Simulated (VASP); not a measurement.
Wanted: the native input for a VASP 6.6.1 run.

- Task: single point
- Functional: LDA
- Potentials or basis: VASP PAW LDA potentials, release 64 (Al, As)
- Cutoff: 500 eV
- k mesh: 8 × 8 × 8
- Occupations: fermi-dirac, width 0.02 eV
- Spin: no spin polarisation
- Dipole correction: no
- Further INCAR settings: ALGO = Normal; EDIFF = 1e-06; NBANDS = 11

The structure of AlAs lies in POSCAR:

```
AlAs
1.0
    0.0000000000      2.8143067551      2.8143067551
    2.8143067551      0.0000000000      2.8143067551
    2.8143067551      2.8143067551      0.0000000000
Al As
1 1
Direct
    0.0000000000      0.0000000000      0.0000000000
    0.2500000000      0.2500000000      0.2500000000
```

One way to write it, as run:

INCAR

```
PREC     = Accurate       # precision mode
ENCUT    = 500            # plane-wave cutoff, eV
EDIFF    = 1E-6           # SCF threshold, eV
ISMEAR   = -1             # smearing method
SIGMA    = 0.02           # smearing width, eV
LREAL    = F              # projectors in reciprocal space
LASPH    = T              # aspherical terms in the spheres
NELM     = 120            # most SCF steps
ALGO     = Normal         # electronic algorithm
ISIF     = 2              # what is computed and relaxed
LWAVE    = F              # write WAVECAR
LCHARG   = F              # write CHGCAR
GGA      = CA             # functional
NBANDS   = 11             # bands
GGA_COMPAT= F
```

KPOINTS

```
Automatic mesh
0
Gamma
  8 8 8
```

Potentials or basis: VASP PAW LDA potentials, release 64 (Al, As).

Command:

```bash
$ cat potpaw_LDA.64/Al/POTCAR potpaw_LDA.64/As/POTCAR > POTCAR
$ mpirun -np 1 vasp_std > vasp.out
```

Results of the run:

```json
{
 "Pressure": "0.4 GPa",
 "Band gap on the k mesh": "1.31 eV (least direct gap 2.02 eV)"
}
```

It took 7.3 s on 1 thread of Intel(R) Xeon(R) Platinum 8559C (Emerald Rapids), with other jobs on the host, peak memory 0.14 GiB.
